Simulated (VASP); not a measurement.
# CdF2 (I4/mmm) in VASP: single point with LDA

Aim: the single point of CdF2 with LDA.

Everything below comes from runs of VASP 6.6.1. Logs are shortened: lines on timing, memory, paths and dates and some standing lists are left out, and cuts for length are marked.

## Step 1: The cell of the first run

Symmetry: I4/mmm, No. 139, tetragonal system. Conventional cell: a = 3.810 Å, b = 3.810 Å, c = 5.442 Å, α = 90.00°, β = 90.00°, γ = 90.00°. Within 3.1 Å of Cd (site symmetry 4/mmm) lie 8 F at 2.34 Å. Within 3.1 Å of F (site symmetry -4m2) lie 4 Cd at 2.34 Å and 6 F at 2.69 to 2.72 Å.

## Step 2: Single point, LDA (zz strain of +1 %)

Input file INCAR:

```
PREC = Accurate
ENCUT = 520
EDIFF = 1E-6
ISMEAR = -1
SIGMA = 0.02
LREAL = F
LASPH = T
NELM = 80
ALGO = Normal
ISIF = 2
LWAVE = F
LCHARG = T
LELF = T
LVHAR = T
NBANDS = 20
```

Input file KPOINTS:

```
regular mesh
0
Gamma
  8 8 8
```

Input file POSCAR:

```
CdF2
1.0
    0.0000000000      2.6940000000      2.7209400000
    2.6940000000      0.0000000000      2.7209400000
    2.6940000000      2.6940000000      0.0000000000
Cd F
1 2
Direct
    0.0000000000      0.0000000000      0.0000000000
    0.2500000000      0.2500000000      0.2500000000
    0.7500000000      0.7500000000      0.7500000000
```

Potentials or basis: VASP PAW LDA potentials, release 64 (Cd, F).

Launch:

```
$ cat potpaw_LDA.64/Cd/POTCAR potpaw_LDA.64/F/POTCAR > POTCAR
$ mpirun -np 1 vasp_std > vasp.out
```

OUTCAR:

```text
PREC = Accurate
   ENCUT = 520
   EDIFF = 1E-6
   ISMEAR = -1
   LREAL = F
   LASPH = T
   NELM = 80
   ISIF = 2

 ion  position               nearest neighbor table
   1  0.000  0.000  0.000-   3 2.34   3 2.34   2 2.34   3 2.34   2 2.34   2 2.34   3 2.34   2 2.34

   2  0.250  0.250  0.250-   1 2.34   1 2.34   1 2.34   1 2.34
   3  0.750  0.750  0.750-   1 2.34   1 2.34   1 2.34   1 2.34

  LATTYP: Found a body centered tetragonal cell.
 ALAT       =     3.8098913370
 C/A-ratio  =     1.4283556980

  Lattice vectors:

 A1 = (  -2.6940000000,   0.0000000000,   2.7209400000)
 A2 = (   2.6940000000,   0.0000000000,   2.7209400000)
 A3 = (   0.0000000000,   2.6940000000,  -2.7209400000)

Analysis of symmetry for initial positions (statically):
=====================================================================
 Subroutine PRICEL returns:
 Original cell was already a primitive cell.

 Routine SETGRP: Setting up the symmetry group for a
 body centered tetragonal supercell.

 Subroutine GETGRP returns: Found 16 space group operations
 (whereof 16 operations were pure point group operations)
 out of a pool of 16 trial point group operations.

The static configuration has the point symmetry D_4h.

Analysis of symmetry for dynamics (positions and initial velocities):
=====================================================================
 Subroutine PRICEL returns:
 Original cell was already a primitive cell.

 Routine SETGRP: Setting up the symmetry group for a
 body centered tetragonal supercell.

 Subroutine GETGRP returns: Found 16 space group operations
 (whereof 16 operations were pure point group operations)
 out of a pool of 16 trial point group operations.

The dynamic configuration has the point symmetry D_4h.

 Subroutine INISYM returns: Found 16 space group operations
 (whereof 16 operations are pure point group operations),
 and found     1 'primitive' translations

----------------------------------------------------------------------------------------

                                     Primitive cell

  volume of cell :      39.4952

  direct lattice vectors                    reciprocal lattice vectors
     0.000000000  2.694000000  2.720940000    -0.185597624  0.185597624  0.183760024
     2.694000000  0.000000000  2.720940000     0.185597624 -0.185597624  0.183760024
     2.694000000  2.694000000  0.000000000     0.185597624  0.185597624 -0.183760024

  length of vectors
     3.828988180  3.828988180  3.809891337     0.320407089  0.320407089  0.320407089

  position of ions in fractional coordinates (direct lattice)
     0.000000000  0.000000000  0.000000000
     0.250000000  0.250000000  0.250000000
     0.750000000  0.750000000  0.750000000

  ion indices of the primitive-cell ions
   primitive index   ion index
                 1           1
                 2           2
                 3           3

----------------------------------------------------------------------------------------

 KPOINTS: regular mesh

Automatic generation of k-mesh.
 Grid dimensions read from file:
 generate k-points for:    8    8    8

 Generating k-lattice:

  Cartesian coordinates                     Fractional coordinates (reciprocal lattice)
    -0.023199703  0.023199703  0.022970003     0.125000000  0.000000000  0.000000000
     0.023199703 -0.023199703  0.022970003     0.000000000  0.125000000  0.000000000
     0.023199703  0.023199703 -0.022970003     0.000000000  0.000000000  0.125000000

  Length of vectors
     0.040050886  0.040050886  0.040050886

  Shift w.r.t. Gamma in fractional coordinates (k-lattice)
     0.000000000  0.000000000  0.000000000

 Subroutine IBZKPT returns following result:
 ===========================================

 Found     59 irreducible k-points:

 Following reciprocal coordinates:
            Coordinates               Weight
  0.000000  0.000000  0.000000      1.000000
  0.125000  0.000000  0.000000      8.000000
  0.250000  0.000000  0.000000      8.000000
  0.375000  0.000000  0.000000      8.000000
  0.500000  0.000000  0.000000      4.000000
  0.125000  0.125000  0.000000      2.000000
[... 16 lines left out ...]
  0.250000  0.000000  0.125000     16.000000
  0.375000  0.000000  0.125000     16.000000
 [... further k-points ...]
   k-points           NKPTS =     59   k-points in BZ     NKDIM =     59   number of bands    NBANDS=     20
   number of dos      NEDOS =    301   number of ions     NIONS =      3
   total plane-waves  NPLWV =  21952
   dimension x,y,z NGX =    28 NGY =   28 NGZ =   28
   dimension x,y,z NGXF=    56 NGYF=   56 NGZF=   56
   ions per type =               1   2
   NGX,Y,Z   is equivalent  to a cutoff of  12.16, 12.16, 12.22 a.u.
   NGXF,Y,Z  is equivalent  to a cutoff of  24.31, 24.31, 24.44 a.u.
 SYSTEM =  unknown system
   PREC   = accura    normal or accurate (medium, high low for compatibility)
   ISTART =      0    job   : 0-new  1-cont  2-samecut
   ICHARG =      2    charge: 1-file 2-atom 10-const
   ISPIN  =      1    spin polarized calculation?
   LNONCOLLINEAR =      F non collinear calculations
   LSORBIT =      F    spin-orbit coupling
   LASPH  =      T    aspherical Exc in radial PAW
   ENCUT  =  520.0 eV  38.22 Ry    6.18 a.u.   7.12  7.12  7.08*2*pi/ulx,y,z
   NELM   =     80;   NELMIN=  2; NELMDL= -5     # of ELM steps
   EDIFF  = 0.1E-05   stopping-criterion for ELM
   LREAL  =      F    real-space projection
   EDIFFG = 0.1E-04   stopping-criterion for IOM
   NSW    =      0    number of steps for IOM
   IBRION =     -1    ionic relax: 0-MD 1-quasi-New 2-CG
   NFREE  =      0    steps in history (QN), initial steepest desc. (CG)
   ISIF   =      2    stress and relaxation
   ISYM   =      2    0-nonsym 1-usesym 2-fastsym
   POTIM  = 0.5000    time-step for ionic-motion
   TEBEG  =    0.0;   TEEND  =   0.0 temperature during run
   PSTRESS=    0.0 pullay stress
   NELECT =      26.0000    total number of electrons
   NUPDOWN=      -1.0000    fix difference up-down
   EMIN   =  10.00;   EMAX   =-10.00  energy-range for DOS
   EFERMI =   0.00;   METHOD = LEGACY
   ISMEAR =    -1;   SIGMA  =   0.02  broadening in eV -4-tet -1-fermi 0-gaus
   EFERMI_NEDOS =   21; number of points for ismear=-14 and -15
   IALGO  =     38    algorithm
   IMIX   =      4    mixing-type and parameters
     AMIX     =   0.40;   BMIX     =  1.00
     AMIX_MAG =   1.60;   BMIX_MAG =  1.00
  volume/ion in A,a.u.               =      13.17        88.84
  Fermi-wavevector in a.u.,A,eV,Ry     =   1.424135  2.691225 27.594808  2.028161
  Thomas-Fermi vector in A             =   2.544659
   LORBIT       =      0    0 simple, 1 ext, 2 COOP (PROOUT), +10 PAW based schemes
   GGA     = CA    functional components
   LHFCALC =     F    Hartree Fock is set to
   AEXX    =    0.0000 exact exchange contribution
   IVDW    =     0    specifies the selected vdW correction
   LEPSILON=     F    determine dielectric tensor
   LRPA    =     F    only Hartree local field effects (RPA)
 non-spin polarized calculation
  energy-cutoff  :      520.00
  volume of cell :       39.50
 maximum number of plane-waves:      1074
   NGX = 15   NGY = 15   NGZ = 15

 number of electron      25.9999983 magnetization

 Free energy of the ion-electron system (eV)
  ---------------------------------------------------
  ext. energy  EPLUGINS =         0.00000000
  ---------------------------------------------------
  free energy    TOTEN  =       -12.70275892 eV

  energy without entropy =      -12.70275892  energy(sigma->0) =      -12.70275892

 E-fermi :  -1.3148     XC(G=0): -11.0736

 val. band max:       -1.7300373999   @ k =  -0.2500   0.2500   0.5000
 cond. band min:       1.0230284009   @ k =   0.0000   0.0000   0.0000
 fundamental gap:      2.7530658008
 Fermi energy:        -1.3147582087

 k-point     1 :       0.0000    0.0000    0.0000
  band No.  band energies     occupation
      1     -22.1280      2.00000
      2     -20.9749      2.00000
      3      -7.3499      2.00000
      4      -7.3453      2.00000
      5      -7.3453      2.00000
      6      -6.1132      2.00000
[... 12 lines left out ...]
     19      17.6112      0.00000
     20      17.8349      0.00000

 k-point     2 :       0.1250    0.0000    0.0000
  band No.  band energies     occupation
      1     -22.0762      2.00000
      2     -21.0207      2.00000
      3      -7.2894      2.00000
      4      -7.2852      2.00000
      5      -7.1792      2.00000
      6      -6.1314      2.00000
[... 12 lines left out ...]
     19      17.2102      0.00000
     20      17.4190      0.00000

 k-point     3 :       0.2500    0.0000    0.0000
  band No.  band energies     occupation
      1     -21.9356      2.00000
      2     -21.1462      2.00000
      3      -7.1536      2.00000
      4      -7.1458      2.00000
      5      -6.7293      2.00000
      6      -6.1456      2.00000
[... 12 lines left out ...]
     19      16.7284      0.00000
     20      17.2664      0.00000

 k-point     4 :       0.3750    0.0000    0.0000
  band No.  band energies     occupation
      1     -21.7419      2.00000
      2     -21.3208      2.00000
      3      -7.0426      2.00000
      4      -7.0296      2.00000
      5      -6.1639      2.00000
      6      -6.0950      2.00000
[... 12 lines left out ...]
     19      16.2280      0.00000
     20      16.8331      0.00000

 k-point     5 :       0.5000    0.0000    0.0000
  band No.  band energies     occupation
      1     -21.5662      2.00000
      2     -21.4877      2.00000
      3      -7.0092      2.00000
      4      -6.9939      2.00000
      5      -6.0436      2.00000
      6      -6.0370      2.00000
[... 12 lines left out ...]
     19      16.0450      0.00000
     20      16.4954      0.00000

 k-point     6 :       0.1250    0.1250    0.0000
  band No.  band energies     occupation
      1     -22.0625      2.00000
      2     -21.0313      2.00000
      3      -7.2571      2.00000
      4      -7.2571      2.00000
      5      -7.1404      2.00000
      6      -6.1972      2.00000
[... 12 lines left out ...]
     19      17.3146      0.00000
     20      17.9790      0.00000

 k-point     7 :       0.2500    0.1250    0.0000
  band No.  band energies     occupation
      1     -21.9572      2.00000
      2     -21.1225      2.00000
      3      -7.1336      2.00000
      4      -7.1303      2.00000
      5      -6.7991      2.00000
      6      -6.2839      2.00000
[... 12 lines left out ...]
     19      17.7176      0.00000
     20      18.5085      0.00000
[... 277 lines left out ...]
 k-point    20 :      -0.3750    0.3750    0.0000
  band No.  band energies     occupation
      1     -21.5721      2.00000
      2     -21.4380      2.00000
      3      -6.9387      2.00000
      4      -6.4944      2.00000
      5      -6.2047      2.00000
      6      -6.1755      2.00000
[... 12 lines left out ...]
     19      18.3379      0.00000
     20      18.8165      0.00000

 k-point    21 :       0.5000    0.5000    0.0000
  band No.  band energies     occupation
      1     -21.6542      2.00000
      2     -21.3470      2.00000
      3      -7.1566      2.00000
      4      -6.3699      2.00000
      5      -6.3699      2.00000
      6      -5.9933      2.00000
[... 12 lines left out ...]
     19      17.2640      0.00000
     20      19.3127      0.00000

 k-point    22 :       0.1250    0.0000    0.1250
  band No.  band energies     occupation
      1     -22.0593      2.00000
      2     -21.0350      2.00000
      3      -7.2612      2.00000
      4      -7.2602      2.00000
      5      -7.1313      2.00000
      6      -6.1931      2.00000
[... 12 lines left out ...]
     19      17.4072      0.00000
     20      17.8261      0.00000

 k-point    23 :       0.2500    0.0000    0.1250
  band No.  band energies     occupation
      1     -21.9510      2.00000
      2     -21.1294      2.00000
      3      -7.1360      2.00000
      4      -7.1323      2.00000
      5      -6.7917      2.00000
      6      -6.2819      2.00000
[... 12 lines left out ...]
     19      17.5721      0.00000
     20      18.5830      0.00000

 k-point    24 :       0.3750    0.0000    0.1250
  band No.  band energies     occupation
      1     -21.7818      2.00000
      2     -21.2783      2.00000
      3      -7.0031      2.00000
      4      -6.9969      2.00000
      5      -6.3049      2.00000
      6      -6.2680      2.00000
[... 12 lines left out ...]
     19      17.0189      0.00000
     20      18.6705      0.00000

 [... further k-points ...]
[... 5 lines left out ...]
  --------------------------------------------------------------------------------------
  -------------------------------------------------------------------------------------
  Total       -1.3214523     -1.3214523     -1.5925481      0.0000000     -0.0000000      0.0000000
  in kB      -53.6065607    -53.6065607    -64.6039398      0.0000000     -0.0000000      0.0000000
  external PRESSURE =     -57.2723537 kB  Pullay stress =       0.0000000 kB

 VOLUME and BASIS-vectors are now :
 -----------------------------------------------------------------------------
  energy-cutoff  :      520.00
  volume of cell :       39.50
      direct lattice vectors                 reciprocal lattice vectors
     0.000000000  2.694000000  2.720940000    -0.185597624  0.185597624  0.183760024
     2.694000000  0.000000000  2.720940000     0.185597624 -0.185597624  0.183760024
     2.694000000  2.694000000  0.000000000     0.185597624  0.185597624 -0.183760024

 POSITION                                       TOTAL-FORCE (eV/Angst)
 -----------------------------------------------------------------------------------
      0.00000      0.00000      0.00000         0.000000     -0.000000      0.000000
      1.34700      1.34700      1.36047        -0.000000     -0.000000      0.000000
      4.04100      4.04100      4.08141         0.000000      0.000000     -0.000000
 -----------------------------------------------------------------------------------
    total drift:                                0.000000      0.000000      0.000000

  FREE ENERGIE OF THE ION-ELECTRON SYSTEM (eV)
  ---------------------------------------------------
  free  energy   TOTEN  =       -12.7027589234 eV

  energy  without entropy=      -12.7027589234  energy(sigma->0) =      -12.70275892
```

Wall time 16 s (1 thread of Intel Xeon 6975P-C (Granite Rapids), shared host); peak memory 0.16 GiB.

Results:

* Free energy: -12.7028 eV
* Pressure: -5.7 GPa
* Band gap on the k mesh: 2.75 eV, indirect (least direct gap 3.24 eV)

Caveat: the cell differs from its parent crystal (zz strain of +1 %). A k mesh can miss the band edges.
